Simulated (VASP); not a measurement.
Set up this calculation in VASP 6.6.1, as the native input.

| Quantity | Value |
| --- | --- |
| Task | relaxation of cell and atoms |
| Functional | LDA |
| Potentials or basis | VASP PAW LDA potentials, release 64 (Be, Te) |
| Cutoff | 600 eV |
| k mesh | 8 × 8 × 8 |
| Occupations | gaussian, width 0.01 eV |
| Spin | no spin polarisation |
| Target pressure | 4 GPa |
| Dipole correction | no |
| Further INCAR settings | ALGO = Normal; EDIFF = 1e-06; IBRION = 2; EDIFFG = -0.002; NSW = 100; ISIF = 3 |

The structure of BeTe lies in POSCAR:

```
BeTe
1.0
    2.7772249638      2.7772249638      0.0000000000
   -2.7772249638      2.7772249638      0.0000000000
    0.0000000000      2.7772249638      2.7772249638
Be Te
1 1
Direct
    0.0000000000      0.0000000000      0.0000000000
    0.7500000000      0.2500000000      0.5000000000
```

These files were run (other wordings do the same):

INCAR

```
  PREC = Accurate
  ENCUT = 600
  EDIFF = 1E-6
  ISMEAR = 0
  SIGMA = 0.01
  LREAL = F
  LASPH = T
  NELM = 100
  ALGO = Normal
  ISIF = 3
  LWAVE = F
  LCHARG = F
  GGA = CA
  IBRION = 2
  NSW = 100
  EDIFFG = -0.002
  PSTRESS = 40.0
```

KPOINTS

```
Automatic mesh
0
Gamma
  8 8 8
```

Potentials or basis: VASP PAW LDA potentials, release 64 (Be, Te).

The run is started by

```console
$ cat potpaw_LDA.64/Be/POTCAR potpaw_LDA.64/Te/POTCAR > POTCAR
$ mpirun -np 1 vasp_std > vasp.out
```

It gave:

```yaml
Relaxed_volume: 20.34 Å³/atom
Relaxed_cell: a = 3.860 Å, b = 3.860 Å, c = 3.860 Å, α = 60.00°, β = 60.00°, γ = 90.00°
Space_group_after_relaxing_to_0.1_Å: F-43m (No. 216)
Energy_change_on_relaxing_the_run_minimises_the_enthalpy: +14.0 meV/atom
Ionic_steps: 16
Pressure_after_relaxing: 4.0 GPa
Band_gap_on_the_k_mesh: 1.64 eV (least direct gap 3.50 eV)
```

Caveat: the cell is relaxed towards a set pressure, so the run minimises the enthalpy, not the energy; spin-orbit coupling is left out, which moves the levels of the heavy elements.

It took 71 s on 1 thread of Intel Xeon 8259CL, on a shared host, peak memory 0.16 GiB.
